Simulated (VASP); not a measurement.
Input of a VASP 6.6.1 run:

File INCAR:

```
PREC = Accurate
ENCUT = 520
EDIFF = 1E-6
ISMEAR = 0
SIGMA = 0.05
LREAL = False
LASPH = True
NELM = 80
ALGO = Normal
ISIF = 2
LWAVE = False
LCHARG = False
GGA = CA
NBANDS = 12
```

File KPOINTS:

```
regular mesh
0
Gamma
  8 8 8
```

The input POSCAR:

```
CsH
1.0
    0.0000000000      3.1880000000      3.1880000000
    3.1880000000      0.0000000000      3.1880000000
    3.1880000000      3.1880000000      0.0000000000
Cs H
1 1
Direct
    0.0294071518      0.0294071518     -0.0294071518
    0.5000000000      0.5000000000      0.5000000000
```

Potentials or basis: VASP PAW LDA potentials, release 64 (Cs_sv, H).

Launch:

```sh
$ cat potpaw_LDA.64/Cs_sv/POTCAR potpaw_LDA.64/H/POTCAR > POTCAR
$ mpirun -np 1 vasp_std > vasp.out
```

Task: Estimate the band gap on the k mesh.

Result: 1.97 eV.

Task: Estimate the largest force.

Result: 0.095 eV/Å.

Forces on the atoms (eV/Å):
```
Cs   0.000  0.000 -0.095
H    0.000  0.000  0.095
```

Caveat: the cell differs from its parent crystal (all Cs atoms moved +0.188 Å, as atom 1 along Cartesian [0 0 1]); spin-orbit coupling is left out, which moves the levels of the heavy elements. A k mesh can miss the band edges.
